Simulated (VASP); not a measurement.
The system is ScTeAs3.

```
Sc Te As
1.0
     0.00000    5.02932    5.02932
     5.02932    0.00000    5.02932
     5.02932    5.02932    0.00000
Sc Te As
2 2 6
Direct
  0.50000 0.50000 0.50000
  0.00000 0.00000 0.00000
  0.75000 0.75000 0.75000
  0.25000 0.25000 0.25000
  0.76670 0.23330 0.23330
  0.23330 0.23330 0.76670
  0.23330 0.76670 0.76670
  0.23330 0.76670 0.23330
  0.76670 0.23330 0.76670
  0.76670 0.76670 0.23330
```

The cell was generated, and may not be a known phase.

| Item | Value |
| --- | --- |
| Program | VASP 6.6.1 |
| Task | relaxation of cell and atoms |
| Functional | PBE |
| Potentials or basis | VASP PAW PBE potentials, release 64 (Sc_sv, Te, As) |
| Cutoff | 600 eV |
| k mesh | 4 × 4 × 4 |
| Occupations | gaussian, width 0.1 eV |
| Spin | no spin polarisation |

At the start: pressure 5.1 GPa; volume 25.44 Å³/atom.

**Question.** How do energy, volume and symmetry change on relaxing?

**Answer.** Over 7 steps the energy falls by 126.3 meV/atom and the volume is 26.95 Å³/atom (+5.9 %); space group Fm-3m (No. 225, to 0.1 Å) before, Pm-3m (No. 221, to 0.1 Å).

Step by step:
```tsv
step	energy change (eV)	largest force (eV/Å)	pressure (GPa)	volume (Å³)
1	0.0000	2.2925	5.05	254.42
2	-1.0448	0.5052	-2.33	285.14
3	-1.0493	0.5953	-1.95	282.80
4	-1.2358	0.2631	-0.54	272.72
5	-1.2598	0.0684	0.31	267.85
6	-1.2597	0.0812	0.26	268.15
7	-1.2626	0.0157	0.00	269.48
```

Final structure:
```
Sc Te As
1.0
     0.00000    5.12661    5.12661
     5.12661    0.00000    5.12661
     5.12661    5.12661    0.00000
Sc Te As
2 2 6
Direct
  0.50000 0.50000 0.50000
  0.00000 0.00000 0.00000
  0.75000 0.75000 0.75000
  0.25000 0.25000 0.25000
  0.75015 0.24985 0.24985
  0.24985 0.24985 0.75015
  0.24985 0.75015 0.75015
  0.24985 0.75015 0.24985
  0.75015 0.24985 0.75015
  0.75015 0.75015 0.24985
```
